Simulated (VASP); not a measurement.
# KI in VASP: settings compared

KI is run at these levels: PBE, r2SCAN; tasks: single point.

Program: VASP 6.6.1. These are calculated values, not measurements. Logs are shortened: lines on timing, memory, paths and dates and some standing lists are left out, and cuts for length are marked.

## Step 1: The cell of the first run

It takes space group R-3m (No. 166, trigonal). The conventional cell has a = 5.062 Å, b = 5.062 Å, c = 12.155 Å, α = 90.00°, β = 90.00°, γ = 120.00°. K (site symmetry -3m) has 6 I at 3.56 Å within 4.7 Å. I (site symmetry -3m) has 6 K at 3.56 Å within 4.7 Å.

## Step 2: Single point, PBE (epitaxial 111 strain +1.0%)

Contents of INCAR:

```
ALGO = Normal ; EDIFF = 1E-6
ENCUT = 520 ; GGA = PE
ISIF = 2 ; ISMEAR = -1
LASPH = True ; LCHARG = False
LREAL = False ; LWAVE = False
NBANDS = 15 ; NELM = 100
PREC = Accurate ; SIGMA = 0.02
```

Contents of KPOINTS:

```
k-points
0
Gamma
  6 6 6
```

Contents of POSCAR:

```
KI
1.0
   -0.0472391067      3.5324879519      3.5324879519
    3.5324879519     -0.0472391067      3.5324879519
    3.5324879519      3.5324879519     -0.0472391067
K I
1 1
Direct
    0.0000000000      0.0000000000      0.0000000000
    0.5000000000      0.5000000000      0.5000000000
```

Potentials or basis: VASP PAW PBE potentials, release 64 (K_sv, I).

Run with:

```sh
> cat potpaw_PBE.64/K_sv/POTCAR potpaw_PBE.64/I/POTCAR > POTCAR
> mpirun -np 1 vasp_std > vasp.out
```

OUTCAR:

```text
EDIFF = 1E-6
   ENCUT = 520
   GGA = PE
   ISIF = 2
   ISMEAR = -1
   LASPH = True
   LREAL = False
   NELM = 100
   PREC = Accurate

 ion  position               nearest neighbor table
   1  0.000  0.000  0.000-   2 3.56   2 3.56   2 3.56   2 3.56   2 3.56   2 3.56
   2  0.500  0.500  0.500-   1 3.56   1 3.56   1 3.56   1 3.56   1 3.56   1 3.56

  LATTYP: Found a trigonal (rhomboedric) cell.
 ALAT       =     4.9959157112
 COS(alpha) =     0.4865837339

  Lattice vectors:

 A1 = (  -0.0472391067,   3.5324879519,   3.5324879519)
 A2 = (   3.5324879519,  -0.0472391067,   3.5324879519)
 A3 = (   3.5324879519,   3.5324879519,  -0.0472391067)

Analysis of symmetry for initial positions (statically):
=====================================================================
 Subroutine PRICEL returns:
 Original cell was already a primitive cell.

 Routine SETGRP: Setting up the symmetry group for a
 trigonal (rhombohedral) supercell.

 Subroutine GETGRP returns: Found 12 space group operations
 (whereof 12 operations were pure point group operations)
 out of a pool of 12 trial point group operations.

The static configuration has the point symmetry D_3d.

Analysis of symmetry for dynamics (positions and initial velocities):
=====================================================================
 Subroutine PRICEL returns:
 Original cell was already a primitive cell.

 Routine SETGRP: Setting up the symmetry group for a
 trigonal (rhombohedral) supercell.

 Subroutine GETGRP returns: Found 12 space group operations
 (whereof 12 operations were pure point group operations)
 out of a pool of 12 trial point group operations.

The dynamic configuration has the point symmetry D_3d.

 Subroutine INISYM returns: Found 12 space group operations
 (whereof 12 operations are pure point group operations),
 and found     1 'primitive' translations

----------------------------------------------------------------------------------------

                                     Primitive cell

  volume of cell :      89.9284

  direct lattice vectors                    reciprocal lattice vectors
    -0.047239107  3.532487952  3.532487952    -0.138735244  0.140615663  0.140615663
     3.532487952 -0.047239107  3.532487952     0.140615663 -0.138735244  0.140615663
     3.532487952  3.532487952 -0.047239107     0.140615663  0.140615663 -0.138735244

  length of vectors
     4.995915711  4.995915711  4.995915711     0.242472673  0.242472673  0.242472673

  position of ions in fractional coordinates (direct lattice)
     0.000000000  0.000000000  0.000000000
     0.500000000  0.500000000  0.500000000

  ion indices of the primitive-cell ions
   primitive index   ion index
                 1           1
                 2           2

----------------------------------------------------------------------------------------

 KPOINTS: k-points

Automatic generation of k-mesh.
 Grid dimensions read from file:
 generate k-points for:    6    6    6

 Generating k-lattice:

  Cartesian coordinates                     Fractional coordinates (reciprocal lattice)
    -0.023122541  0.023435944  0.023435944     0.166666667 -0.000000000 -0.000000000
     0.023435944 -0.023122541  0.023435944    -0.000000000  0.166666667 -0.000000000
     0.023435944  0.023435944 -0.023122541    -0.000000000 -0.000000000  0.166666667

  Length of vectors
     0.040412112  0.040412112  0.040412112

  Shift w.r.t. Gamma in fractional coordinates (k-lattice)
     0.000000000  0.000000000  0.000000000

 Subroutine IBZKPT returns following result:
 ===========================================

 Found     32 irreducible k-points:

 Following reciprocal coordinates:
            Coordinates               Weight
  0.000000  0.000000  0.000000      1.000000
  0.166667  0.000000  0.000000      6.000000
  0.333333  0.000000  0.000000      6.000000
  0.500000  0.000000  0.000000      3.000000
  0.166667  0.166667  0.000000      6.000000
  0.333333  0.166667  0.000000     12.000000
[... 16 lines left out ...]
  0.500000  0.500000  0.166667      6.000000
 -0.333333  0.500000  0.166667     12.000000
 [... further k-points ...]
   k-points           NKPTS =     32   k-points in BZ     NKDIM =     32   number of bands    NBANDS=     15
   number of dos      NEDOS =    301   number of ions     NIONS =      2
   total plane-waves  NPLWV =  64000
   dimension x,y,z NGX =    40 NGY =   40 NGZ =   40
   dimension x,y,z NGXF=    80 NGYF=   80 NGZF=   80
   ions per type =               1   1
   NGX,Y,Z   is equivalent  to a cutoff of  13.31, 13.31, 13.31 a.u.
   NGXF,Y,Z  is equivalent  to a cutoff of  26.62, 26.62, 26.62 a.u.
 SYSTEM =  unknown system
   PREC   = accura    normal or accurate (medium, high low for compatibility)
   ISTART =      0    job   : 0-new  1-cont  2-samecut
   ICHARG =      2    charge: 1-file 2-atom 10-const
   ISPIN  =      1    spin polarized calculation?
   LNONCOLLINEAR =      F non collinear calculations
   LSORBIT =      F    spin-orbit coupling
   LASPH  =      T    aspherical Exc in radial PAW
   ENCUT  =  520.0 eV  38.22 Ry    6.18 a.u.   9.29  9.29  9.29*2*pi/ulx,y,z
   NELM   =    100;   NELMIN=  2; NELMDL= -5     # of ELM steps
   EDIFF  = 0.1E-05   stopping-criterion for ELM
   LREAL  =      F    real-space projection
   EDIFFG = 0.1E-04   stopping-criterion for IOM
   NSW    =      0    number of steps for IOM
   IBRION =     -1    ionic relax: 0-MD 1-quasi-New 2-CG
   NFREE  =      0    steps in history (QN), initial steepest desc. (CG)
   ISIF   =      2    stress and relaxation
   ISYM   =      2    0-nonsym 1-usesym 2-fastsym
   POTIM  = 0.5000    time-step for ionic-motion
   TEBEG  =    0.0;   TEEND  =   0.0 temperature during run
   PSTRESS=    0.0 pullay stress
   NELECT =      16.0000    total number of electrons
   NUPDOWN=      -1.0000    fix difference up-down
   EMIN   =  10.00;   EMAX   =-10.00  energy-range for DOS
   EFERMI =   0.00;   METHOD = LEGACY
   ISMEAR =    -1;   SIGMA  =   0.02  broadening in eV -4-tet -1-fermi 0-gaus
   EFERMI_NEDOS =   21; number of points for ismear=-14 and -15
   IALGO  =     38    algorithm
   IMIX   =      4    mixing-type and parameters
     AMIX     =   0.40;   BMIX     =  1.00
     AMIX_MAG =   1.60;   BMIX_MAG =  1.00
  volume/ion in A,a.u.               =      44.96       303.43
  Fermi-wavevector in a.u.,A,eV,Ry     =   0.920766  1.739995 11.535151  0.847810
  Thomas-Fermi vector in A             =   2.046108
   LORBIT       =      0    0 simple, 1 ext, 2 COOP (PROOUT), +10 PAW based schemes
   GGA     = PE    functional components
   LHFCALC =     F    Hartree Fock is set to
   AEXX    =    0.0000 exact exchange contribution
   IVDW    =     0    specifies the selected vdW correction
   LEPSILON=     F    determine dielectric tensor
   LRPA    =     F    only Hartree local field effects (RPA)
 non-spin polarized calculation
  energy-cutoff  :      520.00
  volume of cell :       89.93
 maximum number of plane-waves:      2448
 NGX is ok and might be reduce to    40
   NGX = 19   NGY = 19   NGZ = 19

 number of electron      16.0000000 magnetization

 Free energy of the ion-electron system (eV)
  ---------------------------------------------------
  ext. energy  EPLUGINS =         0.00000000
  ---------------------------------------------------
  free energy    TOTEN  =        -5.56129041 eV

  energy without entropy =       -5.56129041  energy(sigma->0) =       -5.56129041

 E-fermi :  -0.0054     XC(G=0):  -7.1016

 val. band max:       -0.4824622083   @ k =   0.0000   0.0000   0.0000
 cond. band min:       3.4002778243   @ k =   0.0000   0.0000   0.0000
 fundamental gap:      3.8827400327
 Fermi energy:        -0.0053512148

 k-point     1 :       0.0000    0.0000    0.0000
  band No.  band energies     occupation
      1     -29.0540      2.00000
      2     -12.5407      2.00000
      3     -12.5383      2.00000
      4     -12.5383      2.00000
      5     -10.9888      2.00000
      6      -0.5314      2.00000
      7      -0.5314      2.00000
      8      -0.4825      2.00000
      9       3.4003      0.00000
     10       5.9401      0.00000
     11       5.9401      0.00000
     12       6.0880      0.00000
     13       6.6939      0.00000
     14       6.6939      0.00000
     15       9.2494      0.00000

 k-point     2 :       0.1667    0.0000    0.0000
  band No.  band energies     occupation
      1     -29.0536      2.00000
      2     -12.5743      2.00000
      3     -12.5411      2.00000
      4     -12.5387      2.00000
      5     -10.9235      2.00000
      6      -0.9266      2.00000
      7      -0.6147      2.00000
      8      -0.5729      2.00000
      9       4.0110      0.00000
     10       5.8820      0.00000
     11       6.2240      0.00000
     12       6.3537      0.00000
     13       6.9911      0.00000
     14       7.0093      0.00000
     15      10.0754      0.00000

 k-point     3 :       0.3333    0.0000    0.0000
  band No.  band energies     occupation
      1     -29.0527      2.00000
      2     -12.6391      2.00000
      3     -12.5424      2.00000
      4     -12.5395      2.00000
      5     -10.7980      2.00000
      6      -1.5393      2.00000
      7      -0.7699      2.00000
      8      -0.7311      2.00000
      9       4.8022      0.00000
     10       6.4320      0.00000
     11       6.9153      0.00000
     12       7.0352      0.00000
     13       7.7733      0.00000
     14       7.8496      0.00000
     15       9.0708      0.00000

 k-point     4 :       0.5000    0.0000    0.0000
  band No.  band energies     occupation
      1     -29.0522      2.00000
      2     -12.6688      2.00000
      3     -12.5431      2.00000
      4     -12.5398      2.00000
      5     -10.7371      2.00000
      6      -1.7937      2.00000
      7      -0.8426      2.00000
      8      -0.8049      2.00000
      9       4.9919      0.00000
     10       7.1102      0.00000
     11       7.5484      0.00000
     12       7.6707      0.00000
     13       8.0794      0.00000
     14       8.2095      0.00000
     15       8.6802      0.00000
[... 307 lines left out ...]
 k-point    22 :      -0.1667    0.3333    0.1667
  band No.  band energies     occupation
      1     -29.0521      2.00000
      2     -12.6134      2.00000
      3     -12.5578      2.00000
      4     -12.5483      2.00000
      5     -10.8019      2.00000
      6      -1.4686      2.00000
      7      -0.9723      2.00000
      8      -0.8634      2.00000
      9       5.3845      0.00000
     10       5.6887      0.00000
     11       6.7111      0.00000
     12       7.8347      0.00000
     13       7.9939      0.00000
     14       8.1864      0.00000
     15       9.3422      0.00000

 k-point    23 :       0.5000    0.5000    0.1667
  band No.  band energies     occupation
      1     -29.0517      2.00000
      2     -12.5968      2.00000
      3     -12.5598      2.00000
      4     -12.5518      2.00000
      5     -10.8219      2.00000
      6      -1.4552      2.00000
      7      -1.0006      2.00000
      8      -0.8881      2.00000
      9       4.8223      0.00000
     10       5.6724      0.00000
     11       7.1265      0.00000
     12       7.6303      0.00000
     13       8.3572      0.00000
     14       8.7779      0.00000
     15       9.2377      0.00000

 k-point    24 :      -0.3333    0.5000    0.1667
  band No.  band energies     occupation
      1     -29.0516      2.00000
      2     -12.5778      2.00000
      3     -12.5737      2.00000
      4     -12.5616      2.00000
      5     -10.8143      2.00000
      6      -1.3595      2.00000
      7      -1.0672      2.00000
      8      -1.0305      2.00000
      9       5.1597      0.00000
     10       5.8218      0.00000
     11       6.8530      0.00000
     12       7.7354      0.00000
     13       7.9897      0.00000
     14       9.0747      0.00000
     15       9.4777      0.00000

 [... further k-points ...]
[... 5 lines left out ...]
  --------------------------------------------------------------------------------------
  -------------------------------------------------------------------------------------
  Total        0.2049911      0.2049911      0.2049911      0.0261656      0.0261656      0.0261656
  in kB        3.6521505      3.6521505      3.6521505      0.4661702      0.4661702      0.4661702
  external PRESSURE =       3.6521505 kB  Pullay stress =       0.0000000 kB

 VOLUME and BASIS-vectors are now :
 -----------------------------------------------------------------------------
  energy-cutoff  :      520.00
  volume of cell :       89.93
      direct lattice vectors                 reciprocal lattice vectors
    -0.047239107  3.532487952  3.532487952    -0.138735244  0.140615663  0.140615663
     3.532487952 -0.047239107  3.532487952     0.140615663 -0.138735244  0.140615663
     3.532487952  3.532487952 -0.047239107     0.140615663  0.140615663 -0.138735244

 POSITION                                       TOTAL-FORCE (eV/Angst)
 -----------------------------------------------------------------------------------
      0.00000      0.00000      0.00000        -0.000000      0.000000     -0.000000
      3.50887      3.50887      3.50887         0.000000     -0.000000      0.000000
 -----------------------------------------------------------------------------------
    total drift:                                0.000000     -0.000000     -0.000000

  FREE ENERGIE OF THE ION-ELECTRON SYSTEM (eV)
  ---------------------------------------------------
  free  energy   TOTEN  =        -5.5612904100 eV

  energy  without entropy=       -5.5612904100  energy(sigma->0) =       -5.56129041
```

Wall time 17 s (1 thread of Intel Xeon 6975P-C (Granite Rapids), shared host); peak memory 0.25 GiB.

Results:

```yaml
Free_energy: -5.5613 eV
Pressure: 0.4 GPa
Band_gap_on_the_k_mesh: 3.88 eV, direct
```

Caveat: the cell differs from its parent crystal (epitaxial 111 strain +1.0%); spin-orbit coupling is left out, which moves the levels of the heavy elements.

## Step 3: Single point, r2SCAN (epitaxial xy strain -1.5%)

Contents of POSCAR:

```
KI
1.0
    0.0000000000      3.4911199532      3.5584596515
    3.4911199532      0.0000000000      3.5584596515
    3.4911199532      3.4911199532      0.0000000000
K I
1 1
Direct
    0.0000000000      0.0000000000      0.0000000000
    0.5000000000      0.5000000000      0.5000000000
```

Contents of INCAR.step1:

```
PREC     = Accurate       # precision mode
ENCUT    = 520            # plane-wave cutoff, eV
ISMEAR   = 0              # smearing method
SIGMA    = 0.01           # smearing width, eV
LREAL    = False          # projectors in reciprocal space
LASPH    = True           # aspherical terms in the spheres
NELM     = 60             # most SCF steps
NBANDS   = 15             # bands
GGA      = PE             # functional
ALGO     = Normal         # electronic algorithm
EDIFF    = 1E-4           # SCF threshold, eV
LWAVE    = True           # write WAVECAR
LCHARG   = False          # write CHGCAR
```

Contents of INCAR.step2:

```
PREC     = Accurate       # precision mode
ENCUT    = 520            # plane-wave cutoff, eV
EDIFF    = 1E-6           # SCF threshold, eV
ISMEAR   = 0              # smearing method
SIGMA    = 0.01           # smearing width, eV
LREAL    = False          # projectors in reciprocal space
LASPH    = True           # aspherical terms in the spheres
NELM     = 60             # most SCF steps
ALGO     = Normal         # electronic algorithm
ISIF     = 2              # what is computed and relaxed
LWAVE    = False          # write WAVECAR
LCHARG   = False          # write CHGCAR
METAGGA  = R2SCAN         # meta-GGA
LMIXTAU  = True         
NBANDS   = 15             # bands
ISTART   = 1
```

Contents of KPOINTS:

```
Automatic mesh
0
Gamma
  6 6 6
```

Potentials or basis: VASP PAW PBE potentials, release 64 (K_sv, I).

Run with:

```sh
> cat potpaw_PBE.64/K_sv/POTCAR potpaw_PBE.64/I/POTCAR > POTCAR
> cp INCAR.step1 INCAR
> mpirun -np 1 vasp_std > vasp.out
> cp INCAR.step2 INCAR
> mpirun -np 1 vasp_std > vasp.out
```

OUTCAR:

```text
PREC = Accurate
   ENCUT = 520
   EDIFF = 1E-6
   ISMEAR = 0
   LREAL = False
   LASPH = True
   NELM = 60
   ISIF = 2
   METAGGA = R2SCAN
   ISTART = 1

 ion  position               nearest neighbor table
   1  0.000  0.000  0.000-   2 3.49   2 3.49   2 3.49   2 3.49   2 3.56   2 3.56
   2  0.500  0.500  0.500-   1 3.49   1 3.49   1 3.49   1 3.49   1 3.56   1 3.56

  LATTYP: Found a body centered tetragonal cell.
 ALAT       =     4.9371891857
 C/A-ratio  =     1.4414921194

  Lattice vectors:

 A1 = (  -3.4911199532,   0.0000000000,   3.5584596515)
[... 610 lines left out ...]
     10       6.3259      0.00000
     11       7.7548      0.00000
     12       8.2866      0.00000
     13       9.0684      0.00000
     14       9.4033      0.00000
     15      10.0059      0.00000

 [... further k-points ...]
[... 5 lines left out ...]
  --------------------------------------------------------------------------------------
  -------------------------------------------------------------------------------------
  Total        0.3140238      0.3140238     -0.0000126      0.0000000      0.0000000     -0.0000000
  in kB        5.8003144      5.8003144     -0.0002328      0.0000000      0.0000000     -0.0000000
  external PRESSURE =       3.8667986 kB  Pullay stress =       0.0000000 kB

 VOLUME and BASIS-vectors are now :
 -----------------------------------------------------------------------------
  energy-cutoff  :      520.00
  volume of cell :       86.74
      direct lattice vectors                 reciprocal lattice vectors
     0.000000000  3.491119953  3.558459652    -0.143220516  0.143220516  0.140510234
     3.491119953  0.000000000  3.558459652     0.143220516 -0.143220516  0.140510234
     3.491119953  3.491119953  0.000000000     0.143220516  0.143220516 -0.140510234

 POSITION                                       TOTAL-FORCE (eV/Angst)
 -----------------------------------------------------------------------------------
      0.00000      0.00000      0.00000        -0.000000      0.000000      0.000000
      3.49112      3.49112      3.55846         0.000000     -0.000000     -0.000000
 -----------------------------------------------------------------------------------
    total drift:                                0.000000     -0.000000     -0.000000

  FREE ENERGIE OF THE ION-ELECTRON SYSTEM (eV)
  ---------------------------------------------------
  free  energy   TOTEN  =       -33.9791989001 eV

  energy  without entropy=      -33.9791989001  energy(sigma->0) =      -33.97919890
```

OUTCAR.step1:

```text
PREC = Accurate
   ENCUT = 520
   ISMEAR = 0
   LREAL = False
   LASPH = True
[... 655 lines left out ...]
      0.00000      0.00000      0.00000         0.000000     -0.000000     -0.000000
      3.49112      3.49112      3.55846        -0.000000      0.000000      0.000000
 -----------------------------------------------------------------------------------
    total drift:                                0.000000     -0.000000     -0.000000

  FREE ENERGIE OF THE ION-ELECTRON SYSTEM (eV)
  ---------------------------------------------------
  free  energy   TOTEN  =        -5.5478703687 eV

  energy  without entropy=       -5.5478703687  energy(sigma->0) =       -5.54787037
```

Run time: 79 s. Hardware: 1 thread of Intel Xeon 6975P-C (Granite Rapids), shared host; peak memory 0.27 GiB.

What came out:

- Free energy: -33.9792 eV
- Pressure: 0.4 GPa
- Band gap on the k mesh: 4.65 eV, direct

Stress tensor (GPa, compression positive):
```
0.58 0.00 0.00
0.00 0.58 0.00
0.00 0.00 0.00
```

Caveat: the cell differs from its parent crystal (epitaxial xy strain -1.5%); the PAW data sets were made with another functional, which shifts forces and pressure a little; spin-orbit coupling is left out, which moves the levels of the heavy elements.

(Continued in part 2 of 2.)
